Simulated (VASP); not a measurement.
Runs of VASP 6.6.1 on Ta. The structure is that of space group P6_3/mmc (No. 194), or close to it. The cells are those of the table. 

| cell | gap on the mesh (eV) | pressure (GPa) |
| --- | --- | --- |
| a = 2.912, b = 2.912, c = 5.169 Å, angles 90.0, 90.0, 120.0°, 2 atoms | none | (a) |
| a = 2.873, b = 2.873, c = 5.099 Å, angles 90.0, 90.0, 120.0°, 2 atoms | none | (b) |
| a = 2.950, b = 2.950, c = 5.237 Å, angles 90.0, 90.0, 120.0°, 2 atoms | none | -6.5 |
| a = 3.024, b = 3.024, c = 5.368 Å, angles 90.0, 90.0, 120.0°, 2 atoms | none | -16.6 |
| a = 2.832, b = 2.832, c = 5.027 Å, angles 90.0, 90.0, 120.0°, 2 atoms | none | 18.3 |

Alike in all rows: task single point; level revPBE; potentials or basis VASP PAW PBE potentials, release 64 (Ta_pv); no spin polarisation; k mesh 14 × 14 × 7; cutoff (eV) 520; smearing fermi-dirac 0.1 eV.

Task: Estimate the missing entries.

Result: (a) 0.2; (b) 8.4.

Caveats: the PAW data sets were made with another functional, which shifts forces and pressure a little; spin-orbit coupling is left out, which moves the levels of the heavy elements.

A k mesh can miss the band edges, and the runs leave out spin-orbit coupling on Ta.

A gap of «none» marks levels without a gap at the run's occupations.
